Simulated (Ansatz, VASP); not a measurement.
# Ta4C3 in VASP and in Ansatz

```
Ta C
1.0
    -3.10327    0.00000    0.00000
    -1.55164   -2.68751    0.00000
     0.00000    0.89584   10.16451
Ta C
4 3
Direct
  0.27869 0.37337 0.18937
  0.15314 0.62446 0.94263
  0.86057 0.20962 0.69810
  0.56818 0.79440 0.45244
  0.21408 0.50259 0.57703
  0.96737 0.99602 0.05730
  0.92310 0.08454 0.32287
```

Alike in both runs: task single point; functional PBEsol; k mesh 14 × 14 × 4; occupations gaussian, width 0.15 eV; no spin polarisation.

|  | VASP | Ansatz |
| --- | --- | --- |
| version | VASP 6.6.1 | Ansatz 0.2.0 |
| potentials or method | VASP PAW PBE potentials, release 64 (Ta_pv, C), cutoff 520 eV | scalar-relativistic, plane waves, PAW |
| valence electrons in the cell | 56 | 64 |

|  | VASP | Ansatz | Ansatz less VASP |
| --- | --- | --- | --- |
| gap on the k mesh at the Fermi level (eV) | none | none | - |
| rms of the force components (eV/Å) | 10.785 | 9.998 | -0.7873 |

VASP's potentials were made for PBE, not for PBEsol. Atom by atom the forces differ by 0.790 eV/Å (rms over components). A gap of «none» marks a metal or a gap that the smearing closes. VASP's potentials hold 56 valence electrons a cell and Ansatz's 64, so a difference there can come from the potentials and not from the codes.

Spin-orbit coupling is off throughout.
